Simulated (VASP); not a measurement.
Set up this calculation in VASP 6.6.1, as the native input.

| Item | Value |
| --- | --- |
| Task | single point |
| Functional | PBEsol |
| Potentials or basis | VASP PAW PBE potentials, release 64 (Na_pv) |
| Cutoff | 520 eV |
| k mesh | 12 × 12 × 12 |
| Occupations | fermi-dirac, width 0.1 eV |
| Spin | no spin polarisation |
| Dipole correction | no |
| Further INCAR settings | ALGO = Normal; EDIFF = 1e-07; NBANDS = 10 |

The structure of Na lies in POSCAR:

```
Na
1.0
    2.8111978013      0.0000000000      0.0000000000
    0.0000000000      2.8111978013      0.0000000000
    0.0000000000      0.0000000000      2.8111978013
Na
1
Direct
    0.0000000000      0.0000000000      0.0000000000
```

This isn't the form of Na at room conditions, which is bcc.

These files were run (other wordings do the same):

INCAR

```
ALGO = Normal
EDIFF = 1E-7
ENCUT = 520
GGA = PS
ISIF = 2
ISMEAR = -1
LASPH = True
LCHARG = False
LREAL = False
LWAVE = False
NBANDS = 10
NELM = 100
PREC = Accurate
SIGMA = 0.1
```

KPOINTS

```
k-points
0
Gamma
  12 12 12
```

Potentials or basis: VASP PAW PBE potentials, release 64 (Na_pv).

Run with:

```sh
$ cat potpaw_PBE.64/Na_pv/POTCAR > POTCAR
$ mpirun -np 1 vasp_std > vasp.out
```

It gave:

The pressure is 10.0 GPa and the band gap on the k mesh is zero (an odd number of electrons rules out a gap without spin polarisation).

Caveat: the cell stands under pressure; the PAW data sets were made with another functional, which shifts forces and pressure a little.

Run time: 11 s on 1 thread of Intel Xeon 8259CL (shared host), peak memory 0.14 GiB.
